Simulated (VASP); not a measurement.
Here is a VASP 6.6.1 calculation.

Contents of INCAR:

```
SYSTEM = WSe2
PREC = Accurate
ENCUT = 520
EDIFF = 1E-6
ISMEAR = -1
SIGMA = 0.08
LREAL = .FALSE.
LASPH = .TRUE.
NELM = 80
ALGO = Normal
ISIF = 2
LWAVE = .FALSE.
LCHARG = .FALSE.
GGA = PS
NBANDS = 35
```

The input KPOINTS:

```
Automatic mesh
0
G
  11 11 3
  0 0 0
```

POSCAR

```
WSe2
1.0
    3.3228984350      0.0000000000      0.0000000000
   -1.6614492174      2.8777144589      0.0000000000
    0.0000000000      0.0000000000     12.9700000000
W Se
2 4
Direct
    0.3333333333      0.6666666667      0.2500000000
    0.6666666667      0.3333333333      0.7500000000
    0.3333333333      0.6666666667      0.6210000000
    0.6666666667      0.3333333333      0.1210000000
    0.3333333333      0.6666666667      0.8790000000
    0.6666666667      0.3333333333      0.3790000000
```

Potentials or basis: VASP PAW PBE potentials, release 64 (W_sv, Se).

Run with:

```sh
$ cat potpaw_PBE.64/W_sv/POTCAR potpaw_PBE.64/Se/POTCAR > POTCAR
$ mpirun -np 1 vasp_std > vasp.out
```

**Question.** Predict the pressure.

**Answer.** -3.4 GPa.

**Question.** Estimate the largest force.

**Answer.** 0.279 eV/Å.

**Question.** What does it give for the band gap on the k mesh?

**Answer.** 0.90 eV, indirect (least direct gap 1.64 eV).

Forces on the atoms (eV/Å):
```
W    0.000  0.000  0.000
W    0.000  0.000  0.000
Se   0.000  0.000  0.279
Se   0.000  0.000  0.279
Se   0.000  0.000 -0.279
Se   0.000  0.000 -0.279
```

Caveat: the cell differs from its parent crystal (equal xx and yy strain of +1 %); the PAW data sets were made with another functional, which shifts forces and pressure a little; spin-orbit coupling is left out, which moves the levels of the heavy elements; this functional lacks dispersion, which binds the layers, so the pressure and a relaxed spacing across them are unreliable. A k mesh can miss the band edges.
